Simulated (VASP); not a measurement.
# Bi2Te3 (R-3m) in VASP: settings compared, part 2 of 2

VASP 6.6.1. Earlier steps stand in the parts before.

### Step 4. Band structure, LDA

File INCAR:

```
ALGO = Fast
EDIFF = 1E-6
ENCUT = 520
ISIF = 2
ISMEAR = 0
KPAR = 2
LASPH = T
LCHARG = F
LREAL = F
LWAVE = F
NELM = 80
PREC = Accurate
SIGMA = 0.03
```

File KPOINTS:

```
k-points
0
Gamma
  7 7 7
```

File POSCAR:

```
Bi2Te3                                  
1.0
    2.1913939420      1.2652018823     10.0838518317
   -2.1913939420      1.2652018823     10.0838518317
    0.0000000000     -2.5304037647     10.0838518317
  Bi              Te            
     2     3
Direct
     0.3999745827345507    0.3999745827345507    0.3999745827345507
     0.6000254172654493    0.6000254172654493    0.6000254172654493
     0.0000000000000000    0.0000000000000000    0.0000000000000000
     0.2096369416903485    0.2096369416903485    0.2096369416903485
     0.7903630583096515    0.7903630583096515    0.7903630583096515
```

KPOINTS_OPT is that of step 3.

Potentials or basis: VASP PAW LDA potentials, release 64 (Bi_d, Te).

Launch:

```bash
cat potpaw_LDA.64/Bi_d/POTCAR potpaw_LDA.64/Te/POTCAR > POTCAR
mpirun -np 2 vasp_std > vasp.out
```

Run time: 25 min. Hardware: 2 MPI ranks of Intel Xeon 6975P-C (Granite Rapids), shared host; peak memory 0.79 GiB.

Results (log left out):

| Property | Result |
| --- | --- |
| Free energy | -21.5933 eV |
| Pressure | -1.1 GPa |
| Largest force | 0.060 eV/Å |
| Band gap on the k mesh | 0.17 eV |
| Band gap along the path | 0.17 eV |

Forces on the atoms (eV/Å):
```
Bi   0.000  0.000  0.022
Bi   0.000  0.000 -0.022
Te   0.000  0.000  0.000
Te   0.000  0.000  0.060
Te   0.000  0.000 -0.060
```

Stress tensor (GPa, compression positive):
```
-1.07  0.00  0.00
 0.00 -1.07  0.00
 0.00  0.00 -1.21
```

Levels at the corners of the path, in eV from the valence-band top:
```csv
point,band 22,band 23,band 24,band 25,band 26,band 27
Γ,-0.89,-0.89,0.00,0.17,0.59,0.59
L,-2.42,-0.92,-0.50,0.50,1.03,2.72
L,-2.42,-0.92,-0.50,0.50,1.03,2.72
B1,-1.96,-0.96,-0.76,1.20,1.44,2.53
B,-1.96,-0.96,-0.76,1.20,1.44,2.53
Z,-1.19,-1.19,-0.46,0.76,1.09,1.09
Z,-1.19,-1.19,-0.46,0.76,1.09,1.09
Γ,-0.89,-0.89,0.00,0.17,0.59,0.59
Γ,-0.89,-0.89,0.00,0.17,0.59,0.59
X,-1.62,-1.38,-0.62,1.07,2.00,2.06
Q,-1.62,-1.38,-0.62,1.07,2.00,2.06
F,-1.84,-1.57,-0.92,0.85,1.47,2.05
F,-1.84,-1.57,-0.92,0.85,1.47,2.05
P1,-1.38,-1.34,-1.21,1.18,1.26,1.68
P1,-1.38,-1.34,-1.21,1.18,1.26,1.68
Z,-1.19,-1.19,-0.46,0.76,1.09,1.09
L,-2.42,-0.92,-0.50,0.50,1.03,2.72
P,-1.38,-1.34,-1.21,1.18,1.26,1.68
```

Caveat: spin-orbit coupling is left out, which moves the levels of the heavy elements.

### Step 5. Band structure, TB-mBJ

POSCAR is that of step 4.

File INCAR.step1:

```
ALGO = Normal
EDIFF = 1E-5
ENCUT = 520
GGA = PE
ISIF = 2
ISMEAR = 0
KPAR = 2
LASPH = T
LCHARG = F
LREAL = F
LWAVE = T
NELM = 80
PREC = Accurate
SIGMA = 0.03
```

File INCAR.step2:

```
ALGO = Normal
EDIFF = 1E-6
ENCUT = 520
ISIF = 2
ISMEAR = 0
ISTART = 1
KPAR = 2
LASPH = T
LCHARG = F
LREAL = F
LWAVE = F
METAGGA = MBJ
NELM = 80
PREC = Accurate
SIGMA = 0.03
```

KPOINTS is that of step 4.

KPOINTS_OPT is that of step 4.

Potentials or basis: VASP PAW PBE potentials, release 64 (Bi_d, Te).

Launch:

```bash
cat potpaw_PBE.64/Bi_d/POTCAR potpaw_PBE.64/Te/POTCAR > POTCAR
cp INCAR.step1 INCAR
mpirun -np 2 vasp_std > vasp.out
cp INCAR.step2 INCAR
mpirun -np 2 vasp_std > vasp.out
```

OUTCAR:

```text
EDIFF = 1E-6
   ENCUT = 520
   ISIF = 2
   ISMEAR = 0
   ISTART = 1
   LASPH = T
   LREAL = F
   METAGGA = MBJ
   NELM = 80
   PREC = Accurate

 ion  position               nearest neighbor table
   1  0.400  0.400  0.400-   5 3.06   5 3.06   5 3.06   3 3.24   3 3.24   3 3.24
   2  0.600  0.600  0.600-   4 3.06   4 3.06   4 3.06   3 3.24   3 3.24   3 3.24
   3  0.000  0.000  0.000-   2 3.24   2 3.24   1 3.24   1 3.24   2 3.24   1 3.24
[... 951 lines left out ...]
  --------------------------------------------------------------------------------------
  -------------------------------------------------------------------------------------
  Total      -59.3186163    -59.3186163    -58.6212926      0.0000000      0.0000000      0.0000000
  in kB     -566.5569903   -566.5569903   -559.8967943      0.0000000      0.0000000      0.0000000
  external PRESSURE =    -564.3369250 kB  Pullay stress =       0.0000000 kB

 VOLUME and BASIS-vectors are now :
 -----------------------------------------------------------------------------
  energy-cutoff  :      520.00
  volume of cell :      167.75
      direct lattice vectors                 reciprocal lattice vectors
     2.191393942  1.265201882 10.083851832     0.228165274  0.131731283  0.033056151
    -2.191393942  1.265201882 10.083851832    -0.228165274  0.131731283  0.033056151
     0.000000000 -2.530403765 10.083851832     0.000000000 -0.263462565  0.033056151

 POSITION                                       TOTAL-FORCE (eV/Angst)
 -----------------------------------------------------------------------------------
      0.00000     -0.00000     12.09985         0.000000     -0.000000      0.285445
      0.00000     -0.00000     18.15170         0.000000      0.000000     -0.285445
      0.00000      0.00000      0.00000        -0.000000     -0.000000     -0.000000
      0.00000     -0.00000      6.34184         0.000000      0.000000     -0.320316
      0.00000     -0.00000     23.90971         0.000000     -0.000000      0.320316
 -----------------------------------------------------------------------------------
    total drift:                                0.000000      0.000000      0.000000

  FREE ENERGIE OF THE ION-ELECTRON SYSTEM (eV)
  ---------------------------------------------------
  free  energy   TOTEN  =      3357.5591904860 eV

  energy  without entropy=     3357.5591904860  energy(sigma->0) =     3357.55919049
```

Wall time 44 min (2 MPI ranks of Intel Xeon 6975P-C (Granite Rapids), shared host); peak memory 1.1 GiB.

What came out:

```
Band gap on the k mesh  : 0.62 eV
Band gap along the path : 0.62 eV
```

Levels at the corners of the path, in eV from the valence-band top:
```csv
point,band 22,band 23,band 24,band 25,band 26,band 27
Γ,-1.05,-1.05,0.00,0.62,0.68,0.68
L,-2.39,-1.08,-0.53,0.81,1.13,2.90
L,-2.39,-1.08,-0.53,0.81,1.13,2.90
B1,-1.97,-1.05,-0.81,1.40,1.57,2.62
B,-1.97,-1.05,-0.81,1.40,1.57,2.62
Z,-1.33,-1.33,-0.34,1.02,1.16,1.16
Z,-1.33,-1.33,-0.34,1.02,1.16,1.16
Γ,-1.05,-1.05,0.00,0.62,0.68,0.68
Γ,-1.05,-1.05,0.00,0.62,0.68,0.68
X,-1.66,-1.40,-0.72,1.27,2.12,2.17
Q,-1.66,-1.40,-0.72,1.27,2.12,2.17
F,-1.76,-1.68,-0.98,1.07,1.68,2.10
F,-1.76,-1.68,-0.98,1.07,1.68,2.10
P1,-1.49,-1.34,-1.18,1.36,1.47,1.73
P1,-1.49,-1.34,-1.18,1.36,1.47,1.73
Z,-1.33,-1.33,-0.34,1.02,1.16,1.16
L,-2.39,-1.08,-0.53,0.81,1.13,2.90
P,-1.49,-1.34,-1.18,1.36,1.47,1.73
```

Caveat: spin-orbit coupling is left out, which moves the levels of the heavy elements.

### Step 6. Overview

| level | potentials or basis | k mesh | further INCAR settings | gap on the mesh (eV) | pressure (GPa) | largest force (eV/Å) |
| --- | --- | --- | --- | --- | --- | --- |
| PBE | VASP PAW PBE potentials, release 64 (Bi_d, Te) | 4 × 4 × 4 | ALGO = Normal; EDIFF = 1e-06 | 0.26 | 2.4 | 0.05 |
| PBE | VASP PAW PBE potentials, release 64 (Bi_d, Te) | 7 × 7 × 7 | ALGO = Fast; EDIFF = 1e-06 | 0.25 | 2.5 | 0.07 |
| LDA | VASP PAW LDA potentials, release 64 (Bi_d, Te) | 7 × 7 × 7 | ALGO = Fast; EDIFF = 1e-06 | 0.17 | -1.1 | 0.06 |
| TB-mBJ | VASP PAW PBE potentials, release 64 (Bi_d, Te) | 7 × 7 × 7 | ALGO = Normal; EDIFF = 1e-06 | 0.62 | - | - |

Alike in all rows: task band structure; no spin polarisation; cell as given; cutoff (eV) 520; smearing gaussian 0.03 eV.

Caveats: spin-orbit coupling is left out, which moves the levels of the heavy elements.

Absolute energies hang on the potentials; compare differences alone.
